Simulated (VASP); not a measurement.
Set up this calculation in VASP 6.6.1, as the native input.

* Task: relaxation of cell and atoms
* Functional: PBE
* Potentials or basis: VASP PAW PBE potentials, release 64 (Be, Cd, S)
* Cutoff: 600 eV
* k mesh: 12 × 12 × 6
* Occupations: gaussian, width 0.1 eV
* Spin: no spin polarisation
* Dipole correction: no
* Further INCAR settings: ALGO = Normal; EDIFF = 1e-06; IBRION = 2; EDIFFG = -0.01; NSW = 100; ISIF = 3

The structure of Be2CdS2 lies in POSCAR:

```
Be2CdS2
1.0
    4.1763643073      0.0000000000      0.0000000000
   -2.0881821536      3.6168375855      0.0000000000
    0.0000000000      0.0000000000      6.1837829494
Be Cd S
2 1 2
Direct
    0.6666666667      0.3333333333      0.1692540551
    0.6666666667      0.3333333333      0.8307459449
    0.0000000000      0.0000000000      0.5000000000
    0.0000000000      0.0000000000      0.0000000000
    0.3333333333      0.6666666667      0.5000000000
```

The cell was built from a structure type or drawn by symmetry, and may not be a known phase.

The input as run:

INCAR

```
PREC = Accurate
ENCUT = 600
EDIFF = 1E-6
ISMEAR = 0
SIGMA = 0.1
LREAL = F
LASPH = T
NELM = 100
ALGO = Normal
ISIF = 3
LWAVE = F
LCHARG = F
GGA = PE
IBRION = 2
NSW = 100
EDIFFG = -0.01
```

KPOINTS

```
regular mesh
0
Gamma
  12 12 6
```

Potentials or basis: VASP PAW PBE potentials, release 64 (Be, Cd, S).

The run is started by

```console
$ cat potpaw_PBE.64/Be/POTCAR potpaw_PBE.64/Cd/POTCAR potpaw_PBE.64/S/POTCAR > POTCAR
$ mpirun -np 1 vasp_std > vasp.out
```

Results of the run:

```json
{
  "Relaxed volume": "17.66 Å³/atom",
  "Relaxed cell": "a = 4.400 Å, b = 4.400 Å, c = 5.269 Å, α = 90.00°, β = 90.00°, γ = 120.00°",
  "Space group after relaxing (to 0.1 Å)": "P-6m2 (No. 187)",
  "Energy gained by relaxing": "21.6 meV/atom",
  "Ionic steps": "25",
  "Pressure after relaxing": "0.0 GPa",
  "Band gap on the k mesh": "zero (bands 14 and 15 overlap by 2.80 eV)"
}
```

Wall time 18 min on 1 thread of Intel(R) Xeon(R) 6975P-C (Granite Rapids), with other jobs on the host, peak memory 0.37 GiB.
